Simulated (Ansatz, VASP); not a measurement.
## Mg4S in VASP and in Ansatz

Contents of INCAR:

```
SYSTEM = Mg4S
ALGO = Normal
EDIFF = 1E-7
EDIFFG = -0.08
ENCUT = 600
GGA = PE
GGA_COMPAT = .False.
IBRION = 2
ISIF = 3
ISMEAR = 0
LASPH = .True.
LCHARG = .False.
LREAL = .False.
LWAVE = .False.
NELM = 120
NELMIN = 4
NSW = 36
PREC = Accurate
SIGMA = 0.2
```

File KPOINTS:

```
k-points
0
Gamma
  5 5 2
  0 0 0
```

POSCAR

```
Mg4S
1.0
    3.4000000000      0.0000000000      0.0000000000
   -1.7000000000      2.9444863700      0.0000000000
    0.0000000000      0.0000000000      9.4000000000
Mg S
4 1
Direct
    0.3333333300      0.6666666700      0.1500000000
    0.6666666700      0.3333333300      0.8500000000
    0.6666666700      0.3333333300      0.3800000000
    0.3333333300      0.6666666700      0.6200000000
    0.0000000000      0.0000000000      0.0000000000
```

Input for Ansatz:

```yaml
crystal:
  lattice:
    - [3.4, 0.0, 0.0]
    - [-1.7, 2.94448637, 0.0]
    - [0.0, 0.0, 9.4]
  atoms:
    - { symbol: Mg, position: [0.33333333, 0.66666667, 0.15] }
    - { symbol: Mg, position: [0.66666667, 0.33333333, 0.85] }
    - { symbol: Mg, position: [0.66666667, 0.33333333, 0.38] }
    - { symbol: Mg, position: [0.33333333, 0.66666667, 0.62] }
    - { symbol: S, position: [0.0, 0.0, 0.0] }
basis:
  ecutwfc: 420
kpoints:
  mp_grid: { grid: [5, 5, 2] }
hamiltonian:
  xc: pbe
scf:
  occupations: { method: gaussian, width: 0.2 }
  lower_state_search: "off"
output:
  forces: true
  stress: true
  eigenvalues: true
relax:
  adjacent_minimum: "off"
  f_tol: 0.08
  max_steps: 16
  cell: { stress_tol: 0.8 }
```

Alike in both runs: task relaxation of cell and atoms; functional PBE; k mesh 5 × 5 × 2; occupations gaussian, width 0.2 eV; no spin polarisation.

|  | VASP | Ansatz |
| --- | --- | --- |
| version | VASP 6.6.1 | Ansatz 0.2.0 |
| potentials or method | VASP PAW PBE potentials, release 64 (Mg, S), cutoff 600 eV | scalar-relativistic, plane waves, PAW |
| valence electrons in the cell | 14 | 46 |

|  | VASP | Ansatz | Ansatz less VASP |
| --- | --- | --- | --- |
| gap on the k mesh at the Fermi level, each at its own relaxed structure (eV) | none | none | - |
| relaxed volume (Å³/atom) | 22.45 | 22.45 | +0.002 |
| relaxed length of the cell vector where the two differ most in proportion (Å) | 10.494 | 10.447 | -0.0477 |

A gap of «none» marks a metal or a gap that the smearing closes. VASP's potentials hold 14 valence electrons a cell and Ansatz's 46, so a difference there can come from the potentials and not from the codes.

The k mesh is coarse, so the values compare programs but aren't converged. Noted on VASP's run: the volume moved by over 15 % at a fixed basis, so the end points are rough.
